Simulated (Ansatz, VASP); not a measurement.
## Two plane-wave programs on NbTe

Contents of INCAR:

```
PREC = Accurate
ENCUT = 520
EDIFF = 1E-6
ISMEAR = 0
SIGMA = 0.1
LREAL = F
LASPH = T
NELM = 60
ALGO = Normal
ISIF = 2
LWAVE = F
LCHARG = F
GGA = RE
NBANDS = 16
```

The input KPOINTS:

```
Automatic mesh
0
Gamma
  6 6 4
```

Contents of POSCAR:

```
NbTe
1.0
    3.7029743866      0.0000000000      0.0000000000
   -1.8514871933      3.2068698884      0.0000000000
    0.0000000000      0.0000000000      3.6942110000
Nb Te
1 1
Direct
    0.0000000000      0.0000000000      0.5000000000
    0.6666666667      0.3333333333      0.0000000000
```

Input for Ansatz:

```yaml
crystal:
  lattice:
    - [3.7029743866, 0.0, 0.0]
    - [-1.8514871933, 3.2068698884, 0.0]
    - [0.0, 0.0, 3.694211]
  atoms:
    - { symbol: Nb, position: [0.0, 0.0, 0.5] }
    - { symbol: Te, position: [0.6666666667, 0.3333333333, 0.0] }
basis:
  ecutrho_ratio: 6
kpoints:
  mp_grid: { grid: [6, 6, 4] }
hamiltonian:
  xc: revpbe
scf:
  occupations: { method: gaussian, width: 0.1 }
output:
  forces: true
  stress: true
  eigenvalues: true
```

Alike in both runs: task single point; functional revPBE; k mesh 6 × 6 × 4; occupations gaussian, width 0.1 eV; no spin polarisation.

|  | VASP | Ansatz |
| --- | --- | --- |
| version | VASP 6.6.1 | Ansatz 0.2.0 |
| potentials or method | VASP PAW PBE potentials, release 64 (Nb_sv, Te) | scalar-relativistic, plane waves, PAW |
| plane-wave cutoff (eV) | 520 | 420 |
| valence electrons in the cell | 19 | 29 |

VASP gave:

```
gap on the k mesh at the Fermi level (eV)                     : none
pressure (GPa)                                                : 0.6
traceless stress, the component that is largest in VASP (GPa) : 1.68
```

**Question.** Estimate Ansatz's values.

**Answer.** gap on the k mesh at the Fermi level (eV): none; pressure (GPa): 0.9; traceless stress, the component that is largest in VASP (GPa): 1.73.

VASP's potentials were made for PBE, not for revPBE. A gap of «none» marks a metal or a gap that the smearing closes. VASP's potentials hold 19 valence electrons a cell and Ansatz's 29, so a difference there can come from the potentials and not from the codes.

The k mesh is coarse, so the values compare programs but aren't converged. Spin-orbit coupling is off throughout.
